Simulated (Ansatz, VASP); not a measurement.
**Sn2TeSe: VASP beside Ansatz**

```
Se Sn Te
1.0
     4.38098    0.00000    0.00000
     0.00000    4.38098    0.00000
     0.00000    0.00000    6.22622
Se Sn Te
1 2 1
Cartesian
  0.0000 0.0000 0.0000
  0.0000 0.0000 3.1131
  2.1905 2.1905 0.0000
  2.1905 2.1905 3.1131
```

Alike in both runs: task single point; functional r2SCAN; k mesh 6 × 6 × 4; occupations fermi-dirac, width 0.02 eV; no spin polarisation.

|  | VASP | Ansatz |
| --- | --- | --- |
| version | VASP 6.6.1 | Ansatz 0.2.0 |
| potentials or method | VASP PAW PBE potentials, release 64 (Se, Sn_d, Te) | plane waves, PAW |
| plane-wave cutoff (eV) | 520 | 500 |
| valence electrons in the cell | 40 | 60 |

|  | VASP | Ansatz | Ansatz less VASP |
| --- | --- | --- | --- |
| pressure (GPa) | 0.0 | 0.0 | +0.01 |

VASP's potentials were made for PBE, not for r2SCAN. VASP's potentials hold 40 valence electrons a cell and Ansatz's 60, so a difference there can come from the potentials and not from the codes.

Neither program's run includes spin-orbit coupling.
